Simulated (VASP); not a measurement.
## SiO2: single point with PBE+D3(BJ)

SiO2, a sheet with vacuum:

```xyz
6
Lattice="3.3345 0.0000 0.0000 0.0000 3.3345 0.0000 0.0000 0.0000 31.4781" Properties=species:S:1:pos:R:3 pbc="T T T"
Si    0.0000    0.0000    7.0729
Si    0.0000    0.0000   10.9271
O     0.0000    1.6672    7.0692
O     1.6672    0.0000    7.0692
O     0.0000    1.6672   10.9308
O     1.6672    0.0000   10.9308
```

```yaml
Program: VASP 6.6.1
Task: single point
Functional: PBE
Dispersion: D3(BJ)
Potentials_or_basis: VASP PAW PBE potentials, release 64 (Si, O)
Cutoff: 520 eV
k_mesh: 12 × 12 × 1
Occupations: gaussian, width 0.1 eV
Spin: no spin polarisation
```

```json
{
 "Largest force": "0.010 eV/Å",
 "Band gap on the k mesh": "zero (bands 16 and 17 overlap by 0.42 eV)",
 "Dispersion energy per atom": "-0.097 eV"
}
```

Forces in eV/Å, atoms in the order of the input:
```
Si   0.000  0.000  0.010
Si   0.000  0.000 -0.010
O    0.000  0.000 -0.004
O    0.000  0.000 -0.004
O    0.000  0.000  0.004
O    0.000  0.000  0.004
```

Levels at points of the mesh, in eV from the Fermi level:
```
           k point  band 13  band 14  band 15  band 16  band 17  band 18  band 19  band 20
(0.00, 0.00, 0.00)    -1.62    -1.62    -1.61    -1.61    -0.32     0.79     3.10     3.28
(0.50, 0.00, 0.00)    -3.21    -3.19    -3.17    -3.17     2.19     3.30     3.37     4.88
(0.50, 0.50, 0.00)    -3.89    -3.89     0.10     0.10     0.23     1.42     4.41     5.97
```

Wall time 11 min on 1 thread of Intel Xeon 8259CL, on a shared host, peak memory 0.56 GiB.
